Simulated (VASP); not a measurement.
Here is a VASP 6.6.1 calculation.

INCAR

```
PREC = Accurate
ENCUT = 520
EDIFF = 1E-7
ISMEAR = -1
SIGMA = 0.05
LREAL = False
LASPH = True
NELM = 60
ALGO = Normal
ISIF = 2
LWAVE = False
LCHARG = False
NBANDS = 26
```

File KPOINTS:

```
regular mesh
0
Gamma
  11 11 11
```

Contents of POSCAR:

```
NbP
1.0
   -1.6969642459      1.6969642459      5.8156445774
    1.6969642459     -1.6969642459      5.8156445774
    1.6969642459      1.6969642459     -5.8156445774
Nb P
2 2
Direct
    0.2498808000      0.7498808000      0.5000000000
    0.4998808000      0.4998808000      0.0000000000
    0.8327477700      0.3327477700      0.5000000000
    0.0827477700      0.0827477700      0.0000000000
```

Potentials or basis: VASP PAW LDA potentials, release 64 (Nb_sv, P).

Run with:

```console
$ cat potpaw_LDA.64/Nb_sv/POTCAR potpaw_LDA.64/P/POTCAR > POTCAR
$ mpirun -np 1 vasp_std > vasp.out
```

Problem. What does it give for the band gap on the k mesh?

Solution. Zero (filled and empty bands overlap).

Problem. Estimate the pressure.

Solution. -15.6 GPa.

Forces on the atoms (eV/Å):
```
Nb   0.000  0.000  0.003
Nb   0.000  0.000  0.003
P    0.000  0.000 -0.003
P    0.000  0.000 -0.003
```

Caveat: the cell stands under tension.
